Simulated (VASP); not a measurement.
# WC (P-6m2) in VASP: notebook

The runs below take WC through single point, with PBE.

Everything below comes from runs of VASP 6.6.1. Logs are shortened: lines on timing, memory, paths and dates and some standing lists are left out, and cuts for length are marked.

### 1 The cell of the first run

The structure is hexagonal, space group P-6m2 (No. 187). The conventional cell has a = 3.017 Å, b = 3.017 Å, c = 2.603 Å, α = 90.00°, β = 90.00°, γ = 120.00°. Within 2.9 Å of W (site symmetry -6m2) lie 6 C at 2.17 Å and 2 W at 2.60 Å. C (site symmetry -6m2) has 6 W at 2.17 Å and 2 C at 2.60 Å within 2.9 Å.

### 2 Single point, PBE (strain +0.040 along x and y, -0.080 along z)

File INCAR:

```
SYSTEM = WC
ALGO = Normal
EDIFF = 1E-6
ENCUT = 520
GGA = PE
ISIF = 2
ISMEAR = 0
LASPH = .TRUE.
LCHARG = .TRUE.
LELF = .TRUE.
LREAL = .FALSE.
LVHAR = .TRUE.
LWAVE = .FALSE.
NBANDS = 16
NELM = 60
PREC = Accurate
SIGMA = 0.15
```

File KPOINTS:

```
k-points
0
G
  18 18 16
  0 0 0
```

File POSCAR:

```
WC
1.0
    3.0165214934      0.0000000000      0.0000000000
   -1.5082607467      2.6123842444      0.0000000000
    0.0000000000      0.0000000000      2.6026800000
W C
1 1
Direct
    0.0000000000      0.0000000000      0.0000000000
    0.6666666667      0.3333333333      0.5000000000
```

Potentials or basis: VASP PAW PBE potentials, release 64 (W_sv, C).

Run with:

```
$ cat potpaw_PBE.64/W_sv/POTCAR potpaw_PBE.64/C/POTCAR > POTCAR
$ mpirun -np 1 vasp_std > vasp.out
```

OUTCAR:

```text
SYSTEM = WC
   EDIFF = 1E-6
   ENCUT = 520
   GGA = PE
   ISIF = 2
   ISMEAR = 0
   LASPH = .TRUE.
   LREAL = .FALSE.
   NELM = 60
   PREC = Accurate

 ion  position               nearest neighbor table
   1  0.000  0.000  0.000-   2 2.17   2 2.17   2 2.17   2 2.17   2 2.17   2 2.17
   2  0.667  0.333  0.500-   1 2.17   1 2.17   1 2.17   1 2.17   1 2.17   1 2.17

  LATTYP: Found a hexagonal cell.
 ALAT       =     3.0165214934
 C/A-ratio  =     0.8628083724

  Lattice vectors:

 A1 = (   3.0165214934,   0.0000000000,   0.0000000000)
 A2 = (  -1.5082607467,   2.6123842444,   0.0000000000)
 A3 = (   0.0000000000,   0.0000000000,   2.6026800000)

Analysis of symmetry for initial positions (statically):
=====================================================================
 Subroutine PRICEL returns:
 Original cell was already a primitive cell.

 Routine SETGRP: Setting up the symmetry group for a
 hexagonal supercell.

 Subroutine GETGRP returns: Found 12 space group operations
 (whereof 12 operations were pure point group operations)
 out of a pool of 24 trial point group operations.

The static configuration has the point symmetry D_3h.

Analysis of symmetry for dynamics (positions and initial velocities):
=====================================================================
 Subroutine PRICEL returns:
 Original cell was already a primitive cell.

 Routine SETGRP: Setting up the symmetry group for a
 hexagonal supercell.

 Subroutine GETGRP returns: Found 12 space group operations
 (whereof 12 operations were pure point group operations)
 out of a pool of 24 trial point group operations.

The dynamic configuration has the point symmetry D_3h.

 Subroutine INISYM returns: Found 12 space group operations
 (whereof 12 operations are pure point group operations),
 and found     1 'primitive' translations

----------------------------------------------------------------------------------------

                                     Primitive cell

  volume of cell :      20.5099

  direct lattice vectors                    reciprocal lattice vectors
     3.016521493  0.000000000  0.000000000     0.331507666  0.191396040  0.000000000
    -1.508260747  2.612384244  0.000000000     0.000000000  0.382792081  0.000000000
     0.000000000  0.000000000  2.602680000     0.000000000  0.000000000  0.384219343

  length of vectors
     3.016521493  3.016521493  2.602680000     0.382792081  0.382792081  0.384219343

  position of ions in fractional coordinates (direct lattice)
     0.000000000  0.000000000  0.000000000
     0.666666667  0.333333333  0.500000000

  ion indices of the primitive-cell ions
   primitive index   ion index
                 1           1
                 2           2

----------------------------------------------------------------------------------------

 KPOINTS: k-points

Automatic generation of k-mesh.
 Grid dimensions read from file:
 generate k-points for:   18   18   16

 Generating k-lattice:

  Cartesian coordinates                     Fractional coordinates (reciprocal lattice)
     0.018417093  0.010633113  0.000000000     0.055555556 -0.000000000  0.000000000
     0.000000000  0.021266227  0.000000000     0.000000000  0.055555556  0.000000000
     0.000000000  0.000000000  0.024013709     0.000000000  0.000000000  0.062500000

  Length of vectors
     0.021266227  0.021266227  0.024013709

  Shift w.r.t. Gamma in fractional coordinates (k-lattice)
     0.000000000  0.000000000  0.000000000

 Subroutine IBZKPT returns following result:
 ===========================================

 Found    333 irreducible k-points:

 Following reciprocal coordinates:
            Coordinates               Weight
  0.000000  0.000000  0.000000      1.000000
  0.055556 -0.000000  0.000000      6.000000
  0.111111 -0.000000  0.000000      6.000000
  0.166667  0.000000  0.000000      6.000000
  0.222222  0.000000  0.000000      6.000000
  0.277778  0.000000  0.000000      6.000000
[... 16 lines left out ...]
  0.333333  0.111111  0.000000     12.000000
  0.388889  0.111111  0.000000     12.000000
 [... further k-points ...]
   k-points           NKPTS =    333   k-points in BZ     NKDIM =    333   number of bands    NBANDS=     16
   number of dos      NEDOS =    301   number of ions     NIONS =      2
   total plane-waves  NPLWV =  11520
   dimension x,y,z NGX =    24 NGY =   24 NGZ =   20
   dimension x,y,z NGXF=    48 NGYF=   48 NGZF=   40
   ions per type =               1   1
   NGX,Y,Z   is equivalent  to a cutoff of  13.23, 13.23, 12.77 a.u.
   NGXF,Y,Z  is equivalent  to a cutoff of  26.45, 26.45, 25.55 a.u.
 SYSTEM =  WC
   PREC   = accura    normal or accurate (medium, high low for compatibility)
   ISTART =      0    job   : 0-new  1-cont  2-samecut
   ICHARG =      2    charge: 1-file 2-atom 10-const
   ISPIN  =      1    spin polarized calculation?
   LNONCOLLINEAR =      F non collinear calculations
   LSORBIT =      F    spin-orbit coupling
   LASPH  =      T    aspherical Exc in radial PAW
   ENCUT  =  520.0 eV  38.22 Ry    6.18 a.u.   5.61  5.61  4.84*2*pi/ulx,y,z
   NELM   =     60;   NELMIN=  2; NELMDL= -5     # of ELM steps
   EDIFF  = 0.1E-05   stopping-criterion for ELM
   LREAL  =      F    real-space projection
   EDIFFG = 0.1E-04   stopping-criterion for IOM
   NSW    =      0    number of steps for IOM
   IBRION =     -1    ionic relax: 0-MD 1-quasi-New 2-CG
   NFREE  =      0    steps in history (QN), initial steepest desc. (CG)
   ISIF   =      2    stress and relaxation
   ISYM   =      2    0-nonsym 1-usesym 2-fastsym
   POTIM  = 0.5000    time-step for ionic-motion
   TEBEG  =    0.0;   TEEND  =   0.0 temperature during run
   PSTRESS=    0.0 pullay stress
   NELECT =      18.0000    total number of electrons
   NUPDOWN=      -1.0000    fix difference up-down
   EMIN   =  10.00;   EMAX   =-10.00  energy-range for DOS
   EFERMI =   0.00;   METHOD = LEGACY
   ISMEAR =     0;   SIGMA  =   0.15  broadening in eV -4-tet -1-fermi 0-gaus
   EFERMI_NEDOS =   21; number of points for ismear=-14 and -15
   IALGO  =     38    algorithm
   IMIX   =      4    mixing-type and parameters
     AMIX     =   0.40;   BMIX     =  1.00
     AMIX_MAG =   1.60;   BMIX_MAG =  1.00
  volume/ion in A,a.u.               =      10.25        69.20
  Fermi-wavevector in a.u.,A,eV,Ry     =   1.567392  2.961941 33.425666  2.456717
  Thomas-Fermi vector in A             =   2.669578
   LORBIT       =      0    0 simple, 1 ext, 2 COOP (PROOUT), +10 PAW based schemes
   GGA     = PE    functional components
   LHFCALC =     F    Hartree Fock is set to
   AEXX    =    0.0000 exact exchange contribution
   IVDW    =     0    specifies the selected vdW correction
   LEPSILON=     F    determine dielectric tensor
   LRPA    =     F    only Hartree local field effects (RPA)
 non-spin polarized calculation
 Gauss-broadening in eV      SIGMA  =   0.15
  energy-cutoff  :      520.00
  volume of cell :       20.51
 maximum number of plane-waves:       573
 NGX is ok and might be reduce to    24
   NGX = 11   NGY = 11   NGZ =  9

 number of electron      18.0000000 magnetization

 Free energy of the ion-electron system (eV)
  ---------------------------------------------------
  ext. energy  EPLUGINS =         0.00000000
  ---------------------------------------------------
  free energy    TOTEN  =       -21.91957745 eV

  energy without entropy =      -21.91563222  energy(sigma->0) =      -21.91760484

 E-fermi :  11.4096     XC(G=0): -13.8262

 val. band max:       11.3926527271   @ k =   0.1667   0.0000   0.3750
 cond. band min:      11.4351457671   @ k =   0.4444   0.1111   0.4375
 fundamental gap:      0.0424930400
 Fermi energy:        11.4095734447

 k-point     1 :       0.0000    0.0000    0.0000
  band No.  band energies     occupation
      1     -62.6631      2.00000
      2     -26.7067      2.00000
      3     -26.7067      2.00000
      4     -26.2729      2.00000
      5      -3.3438      2.00000
      6       6.7995      2.00000
[... 8 lines left out ...]
     15      26.7709      0.00000
     16      27.3722      0.00000

 k-point     2 :       0.0556   -0.0000    0.0000
  band No.  band energies     occupation
      1     -62.6620      2.00000
      2     -26.7260      2.00000
      3     -26.7111      2.00000
      4     -26.2709      2.00000
      5      -3.2678      2.00000
      6       6.6619      2.00000
[... 8 lines left out ...]
     15      26.2945      0.00000
     16      27.5269      0.00000

 k-point     3 :       0.1111   -0.0000    0.0000
  band No.  band energies     occupation
      1     -62.6587      2.00000
      2     -26.7813      2.00000
      3     -26.7238      2.00000
      4     -26.2649      2.00000
      5      -3.0458      2.00000
      6       6.3128      2.00000
[... 8 lines left out ...]
     15      25.8132      0.00000
     16      27.9700      0.00000

 k-point     4 :       0.1667    0.0000    0.0000
  band No.  band energies     occupation
      1     -62.6538      2.00000
      2     -26.8650      2.00000
      3     -26.7431      2.00000
      4     -26.2558      2.00000
      5      -2.6961      2.00000
      6       5.8457      2.00000
[... 8 lines left out ...]
     15      25.5254      0.00000
     16      28.6449      0.00000
[... 324 lines left out ...]
 k-point    22 :       0.2778    0.1111    0.0000
  band No.  band energies     occupation
      1     -62.6337      2.00000
      2     -27.1678      2.00000
      3     -26.8513      2.00000
      4     -26.2183      2.00000
      5      -1.0730      2.00000
      6       4.4631      2.00000
[... 8 lines left out ...]
     15      26.1257      0.00000
     16      27.3536      0.00000

 k-point    23 :       0.3333    0.1111    0.0000
  band No.  band energies     occupation
      1     -62.6291      2.00000
      2     -27.2358      2.00000
      3     -26.8755      2.00000
      4     -26.2097      2.00000
      5      -0.6362      2.00000
      6       4.2221      2.00000
[... 8 lines left out ...]
     15      25.9585      0.00000
     16      27.1984      0.00000

 k-point    24 :       0.3889    0.1111    0.0000
  band No.  band energies     occupation
      1     -62.6260      2.00000
      2     -27.2798      2.00000
      3     -26.8913      2.00000
      4     -26.2040      2.00000
      5      -0.3320      2.00000
      6       4.0814      2.00000
[... 8 lines left out ...]
     15      25.1924      0.00000
     16      27.8573      0.00000

 [... further k-points ...]
[... 5 lines left out ...]
  --------------------------------------------------------------------------------------
  -------------------------------------------------------------------------------------
  Total       -1.3347350     -1.3347350     11.2053076      0.0000000      0.0000000      0.0000000
  in kB     -104.2656813   -104.2656813    875.3265664      0.0000000      0.0000000      0.0000000
  external PRESSURE =     222.2650679 kB  Pullay stress =       0.0000000 kB

 VOLUME and BASIS-vectors are now :
 -----------------------------------------------------------------------------
  energy-cutoff  :      520.00
  volume of cell :       20.51
      direct lattice vectors                 reciprocal lattice vectors
     3.016521493  0.000000000  0.000000000     0.331507666  0.191396040  0.000000000
    -1.508260747  2.612384244  0.000000000     0.000000000  0.382792081  0.000000000
     0.000000000  0.000000000  2.602680000     0.000000000  0.000000000  0.384219343

 POSITION                                       TOTAL-FORCE (eV/Angst)
 -----------------------------------------------------------------------------------
      0.00000      0.00000      0.00000         0.000000      0.000000      0.000000
      1.50826      0.87079      1.30134        -0.000000      0.000000      0.000000
 -----------------------------------------------------------------------------------
    total drift:                               -0.000000      0.000000      0.000000

  FREE ENERGIE OF THE ION-ELECTRON SYSTEM (eV)
  ---------------------------------------------------
  free  energy   TOTEN  =       -21.9195774492 eV

  energy  without entropy=      -21.9156322243  energy(sigma->0) =      -21.91760484
```

It took 75 s on 1 thread of Intel Xeon 8259CL, shared host; peak memory 0.22 GiB.

What came out:

```
Free energy            : -21.9196 eV
Pressure               : 22.2 GPa
Band gap on the k mesh : zero (bands 9 and 10 overlap by 2.02 eV)
```

Caveat: the cell differs from its parent crystal (strain +0.040 along x and y, -0.080 along z); the cell stands under pressure; spin-orbit coupling is left out, which moves the levels of the heavy elements.

### 3 Single point, PBE (strain +0.040 along x and y, -0.040 along z)

File INCAR:

```
SYSTEM = WC
PREC     = Accurate       ! precision mode
ENCUT    = 520            ! plane-wave cutoff, eV
EDIFF    = 1E-6           ! SCF threshold, eV
ISMEAR   = 0              ! smearing method
SIGMA    = 0.15           ! smearing width, eV
LREAL    = .FALSE.        ! projectors in reciprocal space
LASPH    = .TRUE.         ! aspherical terms in the spheres
NELM     = 100            ! most SCF steps
ALGO     = Normal         ! electronic algorithm
ISIF     = 2              ! what is computed and relaxed
LWAVE    = .FALSE.        ! write WAVECAR
LCHARG   = .TRUE.         ! write CHGCAR
GGA      = PE             ! functional
LELF     = .TRUE.         ! ELF
LVHAR    = .TRUE.       
NBANDS   = 16             ! bands
```

File KPOINTS:

```
regular mesh
0
G
  18 18 16
  0 0 0
```

POSCAR: that of step 2 with these lines changed.

```diff
@@ -4,3 +4,3 @@
    -1.5082607467      2.6123842444      0.0000000000
-    0.0000000000      0.0000000000      2.6026800000
+    0.0000000000      0.0000000000      2.7158400000
 W C
```

Potentials or basis: VASP PAW PBE potentials, release 64 (W_sv, C).

Run with:

```
$ cat potpaw_PBE.64/W_sv/POTCAR potpaw_PBE.64/C/POTCAR > POTCAR
$ mpirun -np 1 vasp_std > vasp.out
```

Wall time 86 s (1 thread of Intel Xeon 8259CL, shared host); peak memory 0.23 GiB.

The run converged. Its results:

```
Free energy            : -22.2585 eV
Pressure               : -0.1 GPa
Band gap on the k mesh : zero (bands 9 and 10 overlap by 1.40 eV)
```

Stress tensor (GPa, compression positive):
```
-18.35   0.00   0.00
  0.00 -18.35   0.00
  0.00   0.00  36.35
```

Levels at points of the mesh, in eV from the Fermi level:
| k point | band 7 | band 8 | band 9 | band 10 | band 11 | band 12 |
| --- | --- | --- | --- | --- | --- | --- |
| (0.00, 0.00, 0.00) | -3.84 | -3.84 | 0.84 | 3.27 | 3.27 | 5.41 |
| (0.50, 0.00, 0.00) | -3.58 | -2.60 | -1.05 | 2.59 | 3.73 | 3.80 |
| (0.00, 0.00, 0.50) | -2.74 | -2.74 | -0.54 | -0.54 | 3.96 | 3.96 |
| (0.50, 0.00, 0.50) | -4.78 | -3.98 | 0.34 | 3.74 | 5.29 | 6.20 |

Caveat: the cell differs from its parent crystal (strain +0.040 along x and y, -0.040 along z); spin-orbit coupling is left out, which moves the levels of the heavy elements.

### 4 Single point, PBE (strain +0.000 along x and y, +0.040 along z)

File INCAR:

```
SYSTEM = WC
PREC = Accurate
ENCUT = 520
EDIFF = 1E-6
ISMEAR = 0
SIGMA = 0.15
LREAL = .False.
LASPH = .True.
NELM = 100
ALGO = Normal
ISIF = 2
LWAVE = .False.
LCHARG = .True.
GGA = PE
LELF = .True.
LVHAR = .True.
NBANDS = 16
```

File KPOINTS:

```
regular mesh
0
Gamma
  18 18 16
  0 0 0
```

File POSCAR:

```
WC
1.0
    2.9005014360      0.0000000000      0.0000000000
   -1.4502507180      2.5119079273      0.0000000000
    0.0000000000      0.0000000000      2.9421600000
W C
1 1
Direct
    0.0000000000      0.0000000000      0.0000000000
    0.6666666667      0.3333333333      0.5000000000
```

Potentials or basis: VASP PAW PBE potentials, release 64 (W_sv, C).

Run with:

```
$ cat potpaw_PBE.64/W_sv/POTCAR potpaw_PBE.64/C/POTCAR > POTCAR
$ mpirun -np 1 vasp_std > vasp.out
```

OUTCAR:

```text
SYSTEM = WC
   PREC = Accurate
   ENCUT = 520
   EDIFF = 1E-6
   ISMEAR = 0
   LREAL = .False.
   LASPH = .True.
   NELM = 100
   ISIF = 2
   GGA = PE

 ion  position               nearest neighbor table
   1  0.000  0.000  0.000-   2 2.23   2 2.23   2 2.23   2 2.23   2 2.23   2 2.23
   2  0.667  0.333  0.500-   1 2.23   1 2.23   1 2.23   1 2.23   1 2.23   1 2.23

  LATTYP: Found a hexagonal cell.
 ALAT       =     2.9005014360
 C/A-ratio  =     1.0143625387

  Lattice vectors:

 A1 = (   2.9005014360,   0.0000000000,   0.0000000000)
 A2 = (  -1.4502507180,   2.5119079273,   0.0000000000)
[... 627 lines left out ...]
      5      -0.1799      2.00000
      6       4.0005      2.00000
[... 8 lines left out ...]
     15      24.0238      0.00000
     16      28.0867      0.00000

 [... further k-points ...]
[... 5 lines left out ...]
  --------------------------------------------------------------------------------------
  -------------------------------------------------------------------------------------
  Total        0.3099773      0.3099773     -3.4320002      0.0000000      0.0000000      0.0000000
  in kB       23.1684719     23.1684719   -256.5162019      0.0000000      0.0000000      0.0000000
  external PRESSURE =     -70.0597527 kB  Pullay stress =       0.0000000 kB

 VOLUME and BASIS-vectors are now :
 -----------------------------------------------------------------------------
  energy-cutoff  :      520.00
  volume of cell :       21.44
      direct lattice vectors                 reciprocal lattice vectors
     2.900501436  0.000000000  0.000000000     0.344767973  0.199051882  0.000000000
    -1.450250718  2.511907927  0.000000000     0.000000000  0.398103764  0.000000000
     0.000000000  0.000000000  2.942160000     0.000000000  0.000000000  0.339886342

 POSITION                                       TOTAL-FORCE (eV/Angst)
 -----------------------------------------------------------------------------------
      0.00000      0.00000      0.00000         0.000000     -0.000000      0.000000
      1.45025      0.83730      1.47108        -0.000000      0.000000      0.000000
 -----------------------------------------------------------------------------------
    total drift:                               -0.000000      0.000000      0.000000

  FREE ENERGIE OF THE ION-ELECTRON SYSTEM (eV)
  ---------------------------------------------------
  free  energy   TOTEN  =       -22.3928518028 eV

  energy  without entropy=      -22.3901893041  energy(sigma->0) =      -22.39152055
```

Wall time 89 s (1 thread of Intel Xeon 8259CL, shared host); peak memory 0.23 GiB.

Results:

| Item | Value |
| --- | --- |
| Free energy | -22.3929 eV |
| Pressure | -7.0 GPa |
| Band gap on the k mesh | zero (bands 9 and 10 overlap by 1.21 eV) |

Levels at points of the mesh, in eV from the Fermi level:
```csv
k point,band 7,band 8,band 9,band 10,band 11,band 12
"(0.00, 0.00, 0.00)",-2.90,-2.90,-0.25,3.06,3.06,5.33
"(0.50, 0.00, 0.00)",-3.84,-3.40,-0.17,2.14,4.60,5.08
"(0.00, 0.00, 0.50)",-1.53,-1.53,-0.55,-0.55,2.88,4.65
"(0.50, 0.00, 0.50)",-4.18,-3.83,0.17,4.49,4.81,6.34
```

Caveat: the cell differs from its parent crystal (strain +0.000 along x and y, +0.040 along z); the cell stands under tension; spin-orbit coupling is left out, which moves the levels of the heavy elements.

(Part 1 of 2 ends here.)
